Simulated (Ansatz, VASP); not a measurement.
## Two plane-wave programs on Si

Contents of INCAR:

```
SYSTEM = Si
  PREC = Accurate
  ENCUT = 520
  EDIFF = 1E-6
  ISMEAR = 0
  SIGMA = 0.03
  LREAL = .FALSE.
  LASPH = .TRUE.
  NELM = 100
  ALGO = Normal
  ISIF = 2
  LWAVE = .FALSE.
  LCHARG = .TRUE.
  GGA = CA
  LELF = .TRUE.
  LVHAR = .TRUE.
  NBANDS = 26
```

File KPOINTS:

```
Automatic mesh
0
G
  10 10 3
  0 0 0
```

File POSCAR:

```
Si
1.0
   -3.8019754850      0.0000000000      0.0000000000
   -1.9009877425     -3.2926073546      0.0000000000
   -0.9506839700     -0.5488776460     12.5782403681
Si
8
Direct
    0.1822170085      0.1822170085      0.9065166459
    0.2655670085      0.2655670085      0.4065166459
    0.6405753418      0.6405753418      0.1565166459
    0.5572253418      0.5572253418      0.6565166459
    0.3177496582      0.3177496582      0.0934833541
    0.2343996582      0.2343996582      0.5934833541
    0.6094079915      0.6094079915      0.3434833541
    0.5260579915      0.5260579915      0.8434833541
```

Input for Ansatz:

```yaml
crystal:
  lattice:
    - [-3.801975485, 0.0, 0.0]
    - [-1.9009877425, -3.2926073546, 0.0]
    - [-0.95068397, -0.548877646, 12.5782403681]
  atoms:
    - { symbol: Si, position: [0.1822170085, 0.1822170085, 0.9065166459] }
    - { symbol: Si, position: [0.2655670085, 0.2655670085, 0.4065166459] }
    - { symbol: Si, position: [0.6405753418, 0.6405753418, 0.1565166459] }
    - { symbol: Si, position: [0.5572253418, 0.5572253418, 0.6565166459] }
    - { symbol: Si, position: [0.3177496582, 0.3177496582, 0.0934833541] }
    - { symbol: Si, position: [0.2343996582, 0.2343996582, 0.5934833541] }
    - { symbol: Si, position: [0.6094079915, 0.6094079915, 0.3434833541] }
    - { symbol: Si, position: [0.5260579915, 0.5260579915, 0.8434833541] }
basis:
  ecutwfc: 420
kpoints:
  mp_grid: { grid: [10, 10, 3] }
hamiltonian:
  xc: lda
scf:
  occupations: { method: gaussian, width: 0.03 }
output:
  forces: true
  stress: true
  eigenvalues: true
```

Alike in both runs: task single point; functional LDA; k mesh 10 × 10 × 3; occupations gaussian, width 0.03 eV; no spin polarisation.

|  | VASP | Ansatz |
| --- | --- | --- |
| version | VASP 6.6.1 | Ansatz 0.2.0 |
| potentials or method | VASP PAW LDA potentials, release 64 (Si), cutoff 520 eV | scalar-relativistic, plane waves, PAW |
| valence electrons in the cell | 32 | 32 |

Ansatz gave:

* gap on the k mesh at the Fermi level (eV): none
* pressure (GPa): -0.8
* traceless stress, the component that is largest in VASP (GPa): 3.33
* rms of the force components (eV/Å): 0.385

Problem. Estimate VASP's values.

Solution. gap on the k mesh at the Fermi level (eV): none; pressure (GPa): -0.8; traceless stress, the component that is largest in VASP (GPa): 3.34; rms of the force components (eV/Å): 0.385.

LDA's correlation is that of Perdew and Zunger in VASP and of Perdew and Wang (1992) in Ansatz. Atom by atom the forces differ by 0.001 eV/Å (rms over components). A gap of «none» marks a metal or a gap that the smearing closes.
